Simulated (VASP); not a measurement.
Here is a VASP 6.6.1 calculation.

File INCAR:

```
SYSTEM = BaTiO3
PREC     = Accurate       ! precision mode
ENCUT    = 600            ! plane-wave cutoff, eV
EDIFF    = 1E-6           ! SCF threshold, eV
ISMEAR   = 0              ! smearing method
SIGMA    = 0.02           ! smearing width, eV
LREAL    = .FALSE.        ! projectors in reciprocal space
LASPH    = .TRUE.         ! aspherical terms in the spheres
NELM     = 150            ! most SCF steps
ALGO     = Normal         ! electronic algorithm
ISIF     = 3              ! what is computed and relaxed
LWAVE    = .FALSE.        ! write WAVECAR
LCHARG   = .FALSE.        ! write CHGCAR
LMAXMIX  = 4              ! l up to which the mixer works
LDAU     = .TRUE.         ! DFT+U
LDAUTYPE = 2            
LDAUL    = -1 2 -1        ! shell
LDAUU    = 0 4 0          ! U, eV
LDAUJ    = 0 0 0        
LDAUPRINT= 1            
GGA      = PE             ! functional
IBRION   = 2              ! ionic algorithm
NSW      = 70             ! ionic steps
EDIFFG   = -0.008         ! ionic threshold
PSTRESS  = 900.0
```

File KPOINTS:

```
regular mesh
0
G
  8 8 8
  0 0 0
```

POSCAR

```
BaTiO3
1.0
    3.6711118517      0.0000000000      0.0000000000
    0.0000000000      3.6711118517      0.0000000000
    0.0000000000      0.0000000000      3.6711340658
Ba Ti O
1 1 3
Direct
    0.5000000000      0.5000000000      0.5719993980
    0.0000000000      0.0000000000      0.0719993980
    0.0000000000      0.5000000000      0.0719993980
    0.5000000000      0.0000000000      0.0719993980
    0.0000000000      0.0000000000      0.5719993980
```

Potentials or basis: VASP PAW PBE potentials, release 64 (Ba_sv, Ti_sv, O).

Command:

```console
$ cat potpaw_PBE.64/Ba_sv/POTCAR potpaw_PBE.64/Ti_sv/POTCAR potpaw_PBE.64/O/POTCAR > POTCAR
$ mpirun -np 1 vasp_std > vasp.out
```

Q: Predict the relaxed volume.

A: 9.94 Å³/atom.

Q: Predict the space group after relaxing (to 0.05 Å).

A: Pm-3m (No. 221).

Q: Predict the relaxed cell.

A: a = 3.676 Å, b = 3.676 Å, c = 3.676 Å, α = 90.00°, β = 90.00°, γ = 90.00°.

Eigenvalues of the final occupation matrices:
```tsv
site	spin	trace	eigenvalues
site 2 d	1	0.98	0.12 0.12 0.12 0.31 0.31
site 2 d	2	0.98	0.12 0.12 0.12 0.31 0.31
```

Caveat: the cell is relaxed towards a set pressure, so the enthalpy falls and the energy may rise; spin-orbit coupling is left out, which moves the levels of the heavy elements.
